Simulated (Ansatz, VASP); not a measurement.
One calculation of Si4P, two programs

```xyz
5
Lattice="-2.7762 2.7762 2.7762 2.7762 -2.7762 2.7762 2.7762 2.7762 -2.7762" Properties=species:S:1:pos:R:3 pbc="T T T"
Si    1.3881    1.3881    1.3881
Si   -1.3881    1.3881    1.3881
Si    1.3881    1.3881   -1.3881
Si    1.3881   -1.3881    1.3881
P     0.0000    0.0000    0.0000
```

Change from the starting cell: species swapped into the Hg4Pt type (Im-3m, No. 229).

Alike in both runs: functional PBE; k mesh 4 × 4 × 4; occupations gaussian, width 0.1 eV; no spin polarisation.

Ansatz relaxed the structure, and its values are those at the end. VASP's run is a single point on that final structure, the one shown.

```csv
,VASP,Ansatz
version,VASP 6.6.1,Ansatz 0.2.0
potentials or method,"VASP PAW PBE potentials, release 64 (Si, P), cutoff 520 eV","scalar-relativistic, plane waves, PAW"
valence electrons in the cell,21,21
```

|  | VASP | Ansatz | Ansatz less VASP |
| --- | --- | --- | --- |
| gap on the k mesh at the Fermi level (eV) | none | none | - |
| pressure (GPa) | -0.2 | -0.2 | +0.09 |

A gap of «none» marks a metal or a gap that the smearing closes.

The k mesh is coarse, so the values compare programs but aren't converged.
